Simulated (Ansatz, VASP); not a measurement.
This is a calculation of TiCo for VASP 6.6.1.

The input INCAR:

```
ALGO     = Normal         # electronic algorithm
EDIFF    = 1E-7           # SCF threshold, eV
ENCUT    = 520            # plane-wave cutoff, eV
GGA      = CA             # functional
ISIF     = 2              # what is computed and relaxed
ISMEAR   = -1             # smearing method
ISPIN    = 2              # spin polarisation
LASPH    = True           # aspherical terms in the spheres
LCHARG   = False          # write CHGCAR
LMAXMIX  = 4              # l up to which the mixer works
LORBIT   = 11             # projections on sites
LREAL    = False          # projectors in reciprocal space
LWAVE    = False          # write WAVECAR
MAGMOM   = 2 1            # initial moments
NBANDS   = 22             # bands
NELM     = 150            # most SCF steps
PREC     = Accurate       # precision mode
SIGMA    = 0.05           # smearing width, eV
```

Contents of KPOINTS:

```
k-points
0
Gamma
  9 9 9
```

File POSCAR:

```
TiCo
1.0
    2.9457531915      0.0000000000      0.0000000000
    0.0000000000      2.9457531915      0.0000000000
    0.0000000000      0.0000000000      2.9457531915
Co Ti
1 1
Direct
    0.5000000000      0.5000000000      0.5000000000
    0.0000000000      0.0000000000      0.0000000000
```

Potentials or basis: VASP PAW LDA potentials, release 64 (Co, Ti_sv).

Launch:

```sh
$ cat potpaw_LDA.64/Co/POTCAR potpaw_LDA.64/Ti_sv/POTCAR > POTCAR
$ mpirun -np 1 vasp_std > vasp.out
```

Translate it to Ansatz 0.2.0. Potentials there: all-electron LAPW, scalar-relativistic.

As run (the cutoff follows the program's own potentials):

input.yaml

```yaml
crystal:
  lattice:
    - [2.9457531915, 0.0, 0.0]
    - [0.0, 2.9457531915, 0.0]
    - [0.0, 0.0, 2.9457531915]
  atoms:
    - { symbol: Co, position: [0.5, 0.5, 0.5], spin: 2.0 }
    - { symbol: Ti, position: [0.0, 0.0, 0.0], spin: 1.0 }
kpoints:
  mp_grid: { grid: [9, 9, 9] }
scf:
  occupations: { method: fermi_dirac, width: 0.05 }
hamiltonian:
  xc: lda
  pseudopotentials: { kind: all_electron, lapw: { basis_error: 0.001 } }
magnetization:
  spin_polarized: true
output:
  forces: true
  stress: true
  eigenvalues: true
```

Potentials or basis: all-electron LAPW, scalar-relativistic.

Run with:

```bash
$ ansatz run input.yaml --threads 2 --pin off --max-ram 6144MiB --backend cpu --events-out ev --progress --plain --runs-dir out
```

Both were run:

|  | VASP | Ansatz | Ansatz less VASP |
| --- | --- | --- | --- |
| gap on the k mesh at the Fermi level (eV) | none | none | - |
| pressure (GPa) | -8.5 | -8.3 | +0.20 |
| net moment per atom (μB) | 0.20 | 0.23 | +0.024 |
| size of the moment on the site where the two differ most (μB) | 0.41 | 0.48 | +0.072 |

LDA's correlation is that of Perdew and Zunger in VASP and of Perdew and Wang (1992) in Ansatz. Site moments also hang on the region over which each program counts them. A gap of «none» marks a metal or a gap that the smearing closes. Ansatz ran all-electron here, and VASP with PAW potentials.
